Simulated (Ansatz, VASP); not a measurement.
**BiSbTe2S: VASP beside Ansatz**

```
Sb Bi Te S
1.0
     4.61254    0.00000    0.00000
    -2.30627    3.99458    0.00000
     0.00000    0.00000   11.35450
Sb Bi Te S
1 1 2 1
Direct
  0.33333 0.66667 0.00000
  0.33333 0.66667 0.50000
  0.33333 0.66667 0.25535
  0.33333 0.66667 0.74465
  0.66667 0.33333 0.00000
```

Alike in both runs: task relaxation of cell and atoms; functional PBE; k mesh 12 × 12 × 4; occupations gaussian, width 0.1 eV; no spin polarisation.

|  | VASP | Ansatz |
| --- | --- | --- |
| version | VASP 6.6.1 | Ansatz 0.2.0 |
| potentials or method | VASP PAW PBE potentials, release 64 (Sb, Bi_d, Te, S), cutoff 600 eV | scalar-relativistic, plane waves, PAW |
| valence electrons in the cell | 38 | 68 |

|  | VASP | Ansatz | Ansatz less VASP |
| --- | --- | --- | --- |
| gap on the k mesh at the Fermi level, each at its own relaxed structure (eV) | none | none | - |
| relaxed volume (Å³/atom) | 42.74 | 42.83 | +0.084 |
| relaxed length of the cell vector where the two differ most in proportion (Å) | 4.635 | 4.639 | +0.0037 |

A gap of «none» marks a metal or a gap that the smearing closes. VASP's potentials hold 38 valence electrons a cell and Ansatz's 68, so a difference there can come from the potentials and not from the codes.

Spin-orbit coupling is off throughout.
